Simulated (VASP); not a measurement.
Here is a VASP 6.6.1 calculation.

File POSCAR:

```
Fe
1.0
   -1.4897827096      1.4897827096      1.4897827096
    1.4897827096     -1.4897827096      1.4897827096
    1.4897827096      1.4897827096     -1.4897827096
Fe
1
Direct
    0.0000000000      0.0000000000      0.0000000000
```

INCAR.step1

```
PREC = Accurate
ENCUT = 520
ISMEAR = -1
SIGMA = 0.05
LREAL = False
LASPH = True
NELM = 150
ISPIN = 2
MAGMOM = 2.804
LMAXMIX = 4
NBANDS = 14
GGA = PE
ALGO = Normal
EDIFF = 1E-4
LWAVE = True
LCHARG = False
```

INCAR.step2

```
PREC = Accurate
ENCUT = 520
EDIFF = 1E-6
ISMEAR = -1
SIGMA = 0.05
LREAL = False
LASPH = True
NELM = 150
ALGO = Normal
ISIF = 2
LWAVE = False
LCHARG = False
ISPIN = 2
MAGMOM = 2.804
LORBIT = 11
LMAXMIX = 4
METAGGA = R2SCAN
LMIXTAU = True
NBANDS = 14
ISTART = 1
```

File KPOINTS:

```
Automatic mesh
0
Gamma
  25 25 25
```

Potentials or basis: VASP PAW PBE potentials, release 64 (Fe).

Launch:

```console
$ cat potpaw_PBE.64/Fe/POTCAR > POTCAR
$ cp INCAR.step1 INCAR
$ mpirun -np 1 vasp_std > vasp.out
$ cp INCAR.step2 INCAR
$ mpirun -np 1 vasp_std > vasp.out
```

(1) What does it give for the pressure?

(2) Predict the site moments.

(3) Predict the net moment.

Results:

(1) -15.6 GPa.

(2) Fe +2.89 μB.

(3) 2.78 μB per cell.

Caveat: the cell stands under tension; the PAW data sets were made with another functional, which shifts forces and pressure a little.
